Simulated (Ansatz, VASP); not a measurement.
**Two plane-wave programs on Na3Cl2**

File INCAR:

```
PREC     = Accurate       # precision mode
ENCUT    = 520            # plane-wave cutoff, eV
EDIFF    = 1E-7           # SCF threshold, eV
ISMEAR   = -1             # smearing method
SIGMA    = 0.05           # smearing width, eV
LREAL    = F              # projectors in reciprocal space
LASPH    = T              # aspherical terms in the spheres
NELM     = 80             # most SCF steps
ALGO     = Normal         # electronic algorithm
ISIF     = 2              # what is computed and relaxed
LWAVE    = F              # write WAVECAR
LCHARG   = F              # write CHGCAR
GGA      = RE             # functional
NBANDS   = 26             # bands
```

Contents of KPOINTS:

```
regular mesh
0
Gamma
  8 8 8
```

File POSCAR:

```
Na3Cl2
1.0
    1.7599510000    -10.1702560000      0.0000000000
    1.7599510000     10.1702560000      0.0000000000
    0.0000000000      0.0000000000      3.5276360000
Cl Na
2 3
Direct
    0.0865980000      0.9134020000      0.5000000000
    0.9134020000      0.0865980000      0.5000000000
    0.6689890000      0.3310110000      0.0000000000
    0.3310110000      0.6689890000      0.0000000000
    0.5000000000      0.5000000000      0.0000000000
```

input.yaml

```yaml
crystal:
  lattice:
    - [1.759951, -10.170256, 0.0]
    - [1.759951, 10.170256, 0.0]
    - [0.0, 0.0, 3.527636]
  atoms:
    - { symbol: Cl, position: [0.086598, 0.913402, 0.5] }
    - { symbol: Cl, position: [0.913402, 0.086598, 0.5] }
    - { symbol: Na, position: [0.668989, 0.331011, 0.0] }
    - { symbol: Na, position: [0.331011, 0.668989, 0.0] }
    - { symbol: Na, position: [0.5, 0.5, 0.0] }
hamiltonian:
  xc: revpbe
  pseudopotentials: { kind: paw }
kpoints:
  mp_grid: { grid: [8, 8, 8] }
  band_path:
    path:
      - [[0.0, 0.0, 0.0], [0.2574864752, 0.2574864752, 0.0], [0.0, 0.5, 0.0], [0.0, 0.5, 0.5], [0.2574864752, 0.2574864752, 0.5], [0.0, 0.0, 0.5], [0.0, 0.0, 0.0], [-0.5, 0.5, 0.0], [-0.2574864752, 0.7425135248, 0.0], [-0.2574864752, 0.7425135248, 0.5], [-0.5, 0.5, 0.5], [-0.5, 0.5, 0.0]]
      - [[0.0, 0.0, 0.5], [-0.5, 0.5, 0.5]]
    npoints: 14
scf:
  occupations: { method: fermi_dirac, width: 0.05 }
  n_extra_bands: 12
output:
  forces: true
  stress: true
  eigenvalues: true
  fatbands: true
  write_density: true
  write_potential: true
  elf: true
  volumetric_format: npy
```

Alike in both runs: functional revPBE; k mesh 8 × 8 × 8; occupations fermi-dirac, width 0.05 eV; no spin polarisation.

|  | VASP | Ansatz |
| --- | --- | --- |
| version | VASP 6.6.1 | Ansatz 0.2.0 |
| potentials or method | VASP PAW PBE potentials, release 64 (Cl, Na_pv) | Ansatz PAW |
| plane-wave cutoff (eV) | 520 | 420 |
| valence electrons in the cell | 35 | 41 |
| task | single point | band structure |

Ansatz gave:

| Quantity | Value |
| --- | --- |
| gap on the k mesh at the Fermi level (eV) | none |
| pressure (GPa) | 1.2 |
| traceless stress, the component that is largest in VASP (GPa) | -0.17 |
| rms of the force components (eV/Å) | 0.018 |

Q: What did VASP give for the same quantities?

A: gap on the k mesh at the Fermi level (eV): none; pressure (GPa): 1.2; traceless stress, the component that is largest in VASP (GPa): -0.18; rms of the force components (eV/Å): 0.018.

VASP's potentials were made for PBE, not for revPBE. Atom by atom the forces differ by 0.000 eV/Å (rms over components). A gap of «none» marks a metal or a gap that the smearing closes. VASP's potentials hold 35 valence electrons a cell and Ansatz's 41, so a difference there can come from the potentials and not from the codes.
